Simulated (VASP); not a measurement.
# RbCl (Fm-3m) in VASP: single point with PBE

Aim: the single point of RbCl with PBE.

Everything below comes from runs of VASP 6.6.1. Logs are shortened: lines on timing, memory, paths and dates and some standing lists are left out, and cuts for length are marked.

## Step 1: The cell of the first run

It takes space group Fm-3m (No. 225, cubic). Conventional cell: a = 6.135 Å, b = 6.135 Å, c = 6.135 Å, α = 90.00°, β = 90.00°, γ = 90.00°. Rb (site symmetry m-3m) has 6 Cl at 3.07 Å within 4.0 Å. Cl (site symmetry m-3m) has 6 Rb at 3.07 Å within 4.0 Å.

## Step 2: Single point, PBE (Li replaced by Rb, lengths x 1.240, strained)

INCAR

```
ALGO = Normal
EDIFF = 1E-6
ENCUT = 500
GGA = PE
GGA_COMPAT = F
ISIF = 2
ISMEAR = 0
LASPH = T
LCHARG = F
LREAL = F
LWAVE = F
NBANDS = 15
NELM = 120
PREC = Accurate
SIGMA = 0.1
```

KPOINTS

```
k-points
0
Gamma
  6 6 6
```

POSCAR

```
RbCl
1.0
    0.0000000000      3.0676560890      3.0676560890
    3.0676560890      0.0000000000      3.0676560890
    3.0676560890      3.0676560890      0.0000000000
Rb Cl
1 1
Direct
    0.0000000000      0.0000000000      0.0000000000
    0.5000000000      0.5000000000      0.5000000000
```

Potentials or basis: VASP PAW PBE potentials, release 64 (Rb_sv, Cl).

Started as:

```
cat potpaw_PBE.64/Rb_sv/POTCAR potpaw_PBE.64/Cl/POTCAR > POTCAR
mpirun -np 1 vasp_std > vasp.out
```

OUTCAR:

```text
EDIFF = 1E-6
   ENCUT = 500
   GGA = PE
   ISIF = 2
   ISMEAR = 0
   LASPH = T
   LREAL = F
   NELM = 120
   PREC = Accurate

 ion  position               nearest neighbor table
   1  0.000  0.000  0.000-   2 3.07   2 3.07   2 3.07   2 3.07   2 3.07   2 3.07
   2  0.500  0.500  0.500-   1 3.07   1 3.07   1 3.07   1 3.07   1 3.07   1 3.07

  LATTYP: Found a face centered cubic cell.
 ALAT       =     6.1353121780

  Lattice vectors:

 A1 = (   0.0000000000,   3.0676560890,   3.0676560890)
 A2 = (   3.0676560890,   0.0000000000,   3.0676560890)
 A3 = (   3.0676560890,   3.0676560890,   0.0000000000)

Analysis of symmetry for initial positions (statically):
=====================================================================
 Subroutine PRICEL returns:
 Original cell was already a primitive cell.

 Routine SETGRP: Setting up the symmetry group for a
 face centered cubic supercell.

 Subroutine GETGRP returns: Found 48 space group operations
 (whereof 48 operations were pure point group operations)
 out of a pool of 48 trial point group operations.

The static configuration has the point symmetry O_h .

Analysis of symmetry for dynamics (positions and initial velocities):
=====================================================================
 Subroutine PRICEL returns:
 Original cell was already a primitive cell.

 Routine SETGRP: Setting up the symmetry group for a
 face centered cubic supercell.

 Subroutine GETGRP returns: Found 48 space group operations
 (whereof 48 operations were pure point group operations)
 out of a pool of 48 trial point group operations.

The dynamic configuration has the point symmetry O_h .

 Subroutine INISYM returns: Found 48 space group operations
 (whereof 48 operations are pure point group operations),
 and found     1 'primitive' translations

----------------------------------------------------------------------------------------

                                     Primitive cell

  volume of cell :      57.7364

  direct lattice vectors                    reciprocal lattice vectors
     0.000000000  3.067656089  3.067656089    -0.162990891  0.162990891  0.162990891
     3.067656089  0.000000000  3.067656089     0.162990891 -0.162990891  0.162990891
     3.067656089  3.067656089  0.000000000     0.162990891  0.162990891 -0.162990891

  length of vectors
     4.338320846  4.338320846  4.338320846     0.282308505  0.282308505  0.282308505

  position of ions in fractional coordinates (direct lattice)
     0.000000000  0.000000000  0.000000000
     0.500000000  0.500000000  0.500000000

  ion indices of the primitive-cell ions
   primitive index   ion index
                 1           1
                 2           2

----------------------------------------------------------------------------------------

 KPOINTS: k-points

Automatic generation of k-mesh.
 Grid dimensions read from file:
 generate k-points for:    6    6    6

 Generating k-lattice:

  Cartesian coordinates                     Fractional coordinates (reciprocal lattice)
    -0.027165149  0.027165149  0.027165149     0.166666667  0.000000000  0.000000000
     0.027165149 -0.027165149  0.027165149     0.000000000  0.166666667  0.000000000
     0.027165149  0.027165149 -0.027165149     0.000000000  0.000000000  0.166666667

  Length of vectors
     0.047051417  0.047051417  0.047051417

  Shift w.r.t. Gamma in fractional coordinates (k-lattice)
     0.000000000  0.000000000  0.000000000

 Subroutine IBZKPT returns following result:
 ===========================================

 Found     16 irreducible k-points:

 Following reciprocal coordinates:
            Coordinates               Weight
  0.000000  0.000000  0.000000      1.000000
  0.166667  0.000000  0.000000      8.000000
  0.333333  0.000000  0.000000      8.000000
  0.500000  0.000000  0.000000      4.000000
  0.166667  0.166667  0.000000      6.000000
  0.333333  0.166667  0.000000     24.000000
[... 8 lines left out ...]
 -0.333333  0.333333  0.166667     24.000000
 -0.333333  0.500000  0.166667     12.000000
   k-points           NKPTS =     16   k-points in BZ     NKDIM =     16   number of bands    NBANDS=     15
   number of dos      NEDOS =    301   number of ions     NIONS =      2
   total plane-waves  NPLWV =  32768
   dimension x,y,z NGX =    32 NGY =   32 NGZ =   32
   dimension x,y,z NGXF=    64 NGYF=   64 NGZF=   64
   ions per type =               1   1
   NGX,Y,Z   is equivalent  to a cutoff of  12.26, 12.26, 12.26 a.u.
   NGXF,Y,Z  is equivalent  to a cutoff of  24.53, 24.53, 24.53 a.u.
 SYSTEM =  unknown system
   PREC   = accura    normal or accurate (medium, high low for compatibility)
   ISTART =      0    job   : 0-new  1-cont  2-samecut
   ICHARG =      2    charge: 1-file 2-atom 10-const
   ISPIN  =      1    spin polarized calculation?
   LNONCOLLINEAR =      F non collinear calculations
   LSORBIT =      F    spin-orbit coupling
   LASPH  =      T    aspherical Exc in radial PAW
   ENCUT  =  500.0 eV  36.75 Ry    6.06 a.u.   7.91  7.91  7.91*2*pi/ulx,y,z
   NELM   =    120;   NELMIN=  2; NELMDL= -5     # of ELM steps
   EDIFF  = 0.1E-05   stopping-criterion for ELM
   LREAL  =      F    real-space projection
[... 7 lines left out ...]
   TEBEG  =    0.0;   TEEND  =   0.0 temperature during run
   PSTRESS=    0.0 pullay stress
   NELECT =      16.0000    total number of electrons
   NUPDOWN=      -1.0000    fix difference up-down
   EMIN   =  10.00;   EMAX   =-10.00  energy-range for DOS
   EFERMI =   0.00;   METHOD = LEGACY
   ISMEAR =     0;   SIGMA  =   0.10  broadening in eV -4-tet -1-fermi 0-gaus
   EFERMI_NEDOS =   21; number of points for ismear=-14 and -15
   IALGO  =     38    algorithm
   IMIX   =      4    mixing-type and parameters
     AMIX     =   0.40;   BMIX     =  1.00
     AMIX_MAG =   1.60;   BMIX_MAG =  1.00
  volume/ion in A,a.u.               =      28.87       194.81
  Fermi-wavevector in a.u.,A,eV,Ry     =   1.067329  2.016959 15.499626  1.139190
  Thomas-Fermi vector in A             =   2.202942
   LORBIT       =      0    0 simple, 1 ext, 2 COOP (PROOUT), +10 PAW based schemes
   GGA     = PE    functional components
   LHFCALC =     F    Hartree Fock is set to
   AEXX    =    0.0000 exact exchange contribution
   IVDW    =     0    specifies the selected vdW correction
   LEPSILON=     F    determine dielectric tensor
   LRPA    =     F    only Hartree local field effects (RPA)
 non-spin polarized calculation
 Gauss-broadening in eV      SIGMA  =   0.10
  energy-cutoff  :      500.00
  volume of cell :       57.74
 maximum number of plane-waves:      1484
   NGX = 15   NGY = 15   NGZ = 15

 number of electron      16.0000001 magnetization

 Free energy of the ion-electron system (eV)
  ---------------------------------------------------
  ext. energy  EPLUGINS =         0.00000000
  ---------------------------------------------------
  free energy    TOTEN  =        -6.36761681 eV

  energy without entropy =       -6.36761681  energy(sigma->0) =       -6.36761681

 E-fermi :  -0.4705     XC(G=0):  -8.2413

 val. band max:       -0.9370274884   @ k =   0.0000   0.0000   0.0000
 cond. band min:       4.8134521992   @ k =   0.0000   0.0000   0.0000
 fundamental gap:      5.7504796875
 Fermi energy:        -0.4705149864

 k-point     1 :       0.0000    0.0000    0.0000
  band No.  band energies     occupation
      1     -24.4396      2.00000
      2     -13.1659      2.00000
      3      -8.4781      2.00000
      4      -8.4781      2.00000
      5      -8.4781      2.00000
      6      -0.9370      2.00000
      7      -0.9370      2.00000
      8      -0.9370      2.00000
      9       4.8135      0.00000
     10       7.0982      0.00000
     11       7.0982      0.00000
     12       7.0982      0.00000
     13       8.2329      0.00000
     14       8.2329      0.00000
     15      11.7763      0.00000

 k-point     2 :       0.1667    0.0000    0.0000
  band No.  band energies     occupation
      1     -24.4279      2.00000
      2     -13.2116      2.00000
      3      -8.4815      2.00000
      4      -8.4815      2.00000
      5      -8.4474      2.00000
      6      -1.3054      2.00000
      7      -1.0942      2.00000
      8      -1.0942      2.00000
      9       5.5754      0.00000
     10       6.9673      0.00000
     11       7.5248      0.00000
     12       7.5248      0.00000
     13       8.8080      0.00000
     14       8.8080      0.00000
     15      13.0472      0.00000

 k-point     3 :       0.3333    0.0000    0.0000
  band No.  band energies     occupation
      1     -24.4043      2.00000
      2     -13.3015      2.00000
      3      -8.4878      2.00000
      4      -8.4878      2.00000
      5      -8.3869      2.00000
      6      -1.9075      2.00000
      7      -1.3826      2.00000
      8      -1.3826      2.00000
      9       6.9517      0.00000
     10       7.2966      0.00000
     11       8.7229      0.00000
     12       8.7229      0.00000
     13      10.2415      0.00000
     14      10.2415      0.00000
     15      13.3389      0.00000

 k-point     4 :       0.5000    0.0000    0.0000
  band No.  band energies     occupation
      1     -24.3924      2.00000
      2     -13.3458      2.00000
      3      -8.4907      2.00000
      4      -8.4907      2.00000
      5      -8.3570      2.00000
      6      -2.1667      2.00000
      7      -1.5162      2.00000
      8      -1.5162      2.00000
      9       7.5146      0.00000
     10       7.7863      0.00000
     11       9.9622      0.00000
     12       9.9622      0.00000
     13      11.1506      0.00000
     14      11.1506      0.00000
     15      12.4478      0.00000
[... 163 lines left out ...]
 k-point    14 :       0.5000    0.3333    0.1667
  band No.  band energies     occupation
      1     -24.3901      2.00000
      2     -13.2353      2.00000
      3      -8.7196      2.00000
      4      -8.6508      2.00000
      5      -8.4617      2.00000
      6      -1.7107      2.00000
      7      -1.3727      2.00000
      8      -1.0759      2.00000
      9       6.2397      0.00000
     10       7.5231      0.00000
     11       9.3361      0.00000
     12       9.9536      0.00000
     13      10.5022      0.00000
     14      10.9499      0.00000
     15      12.0494      0.00000

 k-point    15 :      -0.3333    0.3333    0.1667
  band No.  band energies     occupation
      1     -24.3827      2.00000
      2     -13.2274      2.00000
      3      -8.7785      2.00000
      4      -8.7549      2.00000
      5      -8.4242      2.00000
      6      -1.7116      2.00000
      7      -1.2679      2.00000
      8      -1.2192      2.00000
      9       7.0936      0.00000
     10       7.1724      0.00000
     11       9.5942      0.00000
     12       9.7196      0.00000
     13      10.9934      0.00000
     14      11.9628      0.00000
     15      12.1759      0.00000

 k-point    16 :      -0.3333    0.5000    0.1667
  band No.  band energies     occupation
      1     -24.3797      2.00000
      2     -13.1671      2.00000
      3      -8.9502      2.00000
      4      -8.7815      2.00000
      5      -8.4912      2.00000
      6      -1.4673      2.00000
      7      -1.1530      2.00000
      8      -1.0736      2.00000
      9       5.9339      0.00000
     10       8.1889      0.00000
     11       8.9306      0.00000
     12       9.8768      0.00000
     13      10.7766      0.00000
     14      11.8208      0.00000
     15      12.7039      0.00000

------------------------ aborting loop because EDIFF is reached ----------------------------------------

  FORCE on cell =-STRESS in cart. coord.  units (eV):
  Direction    XX          YY          ZZ          XY          YZ          ZX
  --------------------------------------------------------------------------------------
  -------------------------------------------------------------------------------------
  Total        2.6227650      2.6227650      2.6227650     -0.0000000     -0.0000000      0.0000000
  in kB       72.7813236     72.7813236     72.7813236     -0.0000000     -0.0000000      0.0000000
  external PRESSURE =      72.7813236 kB  Pullay stress =       0.0000000 kB

 VOLUME and BASIS-vectors are now :
 -----------------------------------------------------------------------------
  energy-cutoff  :      500.00
  volume of cell :       57.74
      direct lattice vectors                 reciprocal lattice vectors
     0.000000000  3.067656089  3.067656089    -0.162990891  0.162990891  0.162990891
     3.067656089  0.000000000  3.067656089     0.162990891 -0.162990891  0.162990891
     3.067656089  3.067656089  0.000000000     0.162990891  0.162990891 -0.162990891

 POSITION                                       TOTAL-FORCE (eV/Angst)
 -----------------------------------------------------------------------------------
      0.00000      0.00000      0.00000        -0.000000      0.000000      0.000000
      3.06766      3.06766      3.06766         0.000000     -0.000000     -0.000000
 -----------------------------------------------------------------------------------
    total drift:                                0.000000     -0.000000     -0.000000

  FREE ENERGIE OF THE ION-ELECTRON SYSTEM (eV)
  ---------------------------------------------------
  free  energy   TOTEN  =        -6.3676168127 eV

  energy  without entropy=       -6.3676168127  energy(sigma->0) =       -6.36761681
```

It took 8.4 s on 1 thread of Intel Xeon Platinum 8375C at 2.90GHz (Ice Lake), shared host; peak memory 0.17 GiB.

What came out:

| Item | Value |
| --- | --- |
| Free energy | -6.3676 eV |
| Pressure | 7.3 GPa |
| Band gap on the k mesh | 5.75 eV |

Levels at points of the mesh, in eV from the valence-band top:
| k point | band 6 | band 7 | band 8 | band 9 | band 10 | band 11 |
| --- | --- | --- | --- | --- | --- | --- |
| (0.00, 0.00, 0.00) | 0.00 | 0.00 | 0.00 | 5.75 | 8.04 | 8.04 |
| (0.50, 0.00, 0.00) | -1.23 | -0.58 | -0.58 | 8.45 | 8.72 | 10.90 |
| (0.50, 0.50, 0.00) | -0.23 | -0.05 | -0.05 | 5.94 | 9.09 | 10.49 |

Caveat: the cell differs from its parent crystal (Li replaced by Rb, lengths x 1.240, strained); the cell stands under pressure. A k mesh can miss the band edges.
